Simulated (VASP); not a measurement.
Here is a VASP 6.6.1 calculation.

The input INCAR:

```
SYSTEM = Au
  ALGO = Fast
  EDIFF = 1E-7
  ENCUT = 520
  GGA = PE
  ISIF = 2
  ISMEAR = 0
  LASPH = .TRUE.
  LCHARG = .FALSE.
  LREAL = .FALSE.
  LWAVE = .FALSE.
  NBANDS = 18
  NELM = 60
  PREC = Accurate
  SIGMA = 0.05
```

KPOINTS

```
k-points
0
G
  16 16 10
  0 0 0
```

Contents of POSCAR:

```
Au
1.0
    1.4113099650     -2.5559330250      0.0000000000
    1.4113099650      2.5559330250      0.0000000000
    0.0000000000      0.0000000000      4.8931696100
Au
2
Direct
    0.6653279700      0.3346720300      0.2500000000
    0.3346720300      0.6653279700      0.7500000000
```

Potentials or basis: VASP PAW PBE potentials, release 64 (Au).

The run is started by

```console
$ cat potpaw_PBE.64/Au/POTCAR > POTCAR
$ mpirun -np 1 vasp_std > vasp.out
```

Problem. Predict the pressure.

Solution. 2.9 GPa.

Problem. Predict the largest force.

Solution. 0.011 eV/Å.

Problem. Estimate the band gap on the k mesh.

Solution. Zero (band 11 reaches 12.94 eV, above the bottom of band 12 at 6.36 eV).

Stress tensor (GPa, compression positive):
```
4.23 0.00 0.00
0.00 2.61 0.00
0.00 0.00 1.84
```

Caveat: spin-orbit coupling is left out, which moves the levels of the heavy elements.
